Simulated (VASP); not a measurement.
Wanted: the native input for a VASP 6.6.1 run.

```
Task                   : single point
Functional             : LDA
Potentials or basis    : VASP PAW LDA potentials, release 64 (Ni, Te)
Cutoff                 : 520 eV
k mesh                 : 12 × 12 × 8
Occupations            : gaussian, width 0.1 eV
Spin                   : no spin polarisation
Dipole correction      : no
Further INCAR settings : ALGO = Normal; EDIFF = 1e-07; NBANDS = 18
```

The structure of NiTe2 lies in POSCAR:

```
NiTe2
1.0
    3.7964390544      0.0000000000      0.0000000000
   -1.8982195272      3.2878126650      0.0000000000
    0.0000000000      0.0000000000      5.1121127638
Ni Te
1 2
Direct
    0.0000000000      0.0000000000      0.0000000000
    0.3333333333      0.6666666667      0.2517748626
    0.6666666667      0.3333333333      0.7482251374
```

The input as run:

INCAR

```
SYSTEM = NiTe2
ALGO = Normal
EDIFF = 1E-7
ENCUT = 520
ISIF = 2
ISMEAR = 0
LASPH = .TRUE.
LCHARG = .FALSE.
LREAL = .FALSE.
LWAVE = .FALSE.
NBANDS = 18
NELM = 100
PREC = Accurate
SIGMA = 0.1
```

KPOINTS

```
k-points
0
G
  12 12 8
  0 0 0
```

Potentials or basis: VASP PAW LDA potentials, release 64 (Ni, Te).

The run is started by

```console
$ cat potpaw_LDA.64/Ni/POTCAR potpaw_LDA.64/Te/POTCAR > POTCAR
$ mpirun -np 1 vasp_std > vasp.out
```

It gave:

```json
{
 "Pressure": "0.1 GPa",
 "Largest force": "0.025 eV/Å",
 "Band gap on the k mesh": "zero (bands 11 and 12 overlap by 1.64 eV)"
}
```

Caveat: spin-orbit coupling is left out, which moves the levels of the heavy elements.

It took 74 s on 1 thread of AMD EPYC 9R45 96-Core Processor (Zen 5), on a shared host, peak memory 0.24 GiB.
